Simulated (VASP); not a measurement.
Write the native input for VASP 6.6.1 that does the following.

| Quantity | Value |
| --- | --- |
| Task | single point |
| Functional | PBE |
| Potentials or basis | VASP PAW PBE potentials, release 64 (Al, H) |
| Cutoff | 520 eV |
| k mesh | 6 × 6 × 6 |
| Occupations | gaussian, width 0.1 eV |
| Spin | no spin polarisation |
| Dipole correction | no |
| Further INCAR settings | ALGO = Normal; EDIFF = 1e-06; NBANDS = 10 |

The structure of Al2H lies in POSCAR:

```
Al2H
1.0
    4.5467959599      0.0000000000      0.0000000000
   -2.2733979799      3.9376408071      0.0000000000
    0.0000000000      0.0000000000      2.6463778057
Al H
2 1
Direct
    0.3333333333      0.6666666667      0.5000000000
    0.6666666667      0.3333333333      0.5000000000
    0.0000000000      0.0000000000      0.0000000000
```

The input as run:

INCAR

```
SYSTEM = Al2H
PREC = Accurate
ENCUT = 520
EDIFF = 1E-6
ISMEAR = 0
SIGMA = 0.1
LREAL = .FALSE.
LASPH = .TRUE.
NELM = 80
ALGO = Normal
ISIF = 2
LWAVE = .FALSE.
LCHARG = .TRUE.
GGA = PE
LELF = .TRUE.
LVHAR = .TRUE.
NBANDS = 10
```

KPOINTS

```
regular mesh
0
G
  6 6 6
  0 0 0
```

Potentials or basis: VASP PAW PBE potentials, release 64 (Al, H).

Run with:

```bash
$ cat potpaw_PBE.64/Al/POTCAR potpaw_PBE.64/H/POTCAR > POTCAR
$ mpirun -np 1 vasp_std > vasp.out
```

It gave:

```
Pressure               : -0.2 GPa
Band gap on the k mesh : zero (an odd number of electrons rules out a gap without spin polarisation)
```

Caveat: the k points lie up to 0.40 Å⁻¹ apart, too coarse for converged energies and pressures of a metal.

Run time: 18 s on 1 thread of Intel Xeon 8259CL, on a shared host, peak memory 0.16 GiB.
